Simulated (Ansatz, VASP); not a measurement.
# BiTe in VASP and in Ansatz

```
Bi Te
1.0
     4.42300    0.00000    0.00000
    -2.21150    3.83043    0.00000
     0.00000    0.00000   24.00200
Bi Te
6 6
Direct
  0.00000 0.00000 0.12420
  0.00000 0.00000 0.87580
  0.33333 0.66667 0.29080
  0.66667 0.33333 0.70920
  0.66667 0.33333 0.45750
  0.33333 0.66667 0.54250
  0.33333 0.66667 0.05520
  0.66667 0.33333 0.94480
  0.66667 0.33333 0.21490
  0.33333 0.66667 0.78510
  0.00000 0.00000 0.36870
  0.00000 0.00000 0.63130
```

Alike in both runs: task single point; functional PBEsol; k mesh 6 × 6 × 1; occupations gaussian, width 0.1 eV; no spin polarisation.

|  | VASP | Ansatz |
| --- | --- | --- |
| version | VASP 6.6.1 | Ansatz 0.2.0 |
| potentials or method | VASP PAW PBE potentials, release 64 (Bi_d, Te), cutoff 500 eV | scalar-relativistic, plane waves, PAW |
| valence electrons in the cell | 126 | 186 |

VASP gave:

* gap on the k mesh at the Fermi level (eV): 0.12
* least direct gap on the mesh (eV): 0.12
* pressure (GPa): -0.8
* traceless stress, the component that is largest in VASP (GPa): -0.64
* rms of the force components (eV/Å): 0.430

**Question.** What did Ansatz give for the same quantities?

**Answer.** gap on the k mesh at the Fermi level (eV): 0.12; least direct gap on the mesh (eV): 0.12; pressure (GPa): -0.8; traceless stress, the component that is largest in VASP (GPa): -0.64; rms of the force components (eV/Å): 0.429.

VASP's potentials were made for PBE, not for PBEsol. Atom by atom the forces differ by 0.006 eV/Å (rms over components). VASP's potentials hold 126 valence electrons a cell and Ansatz's 186, so a difference there can come from the potentials and not from the codes.

Spin-orbit coupling is off throughout.
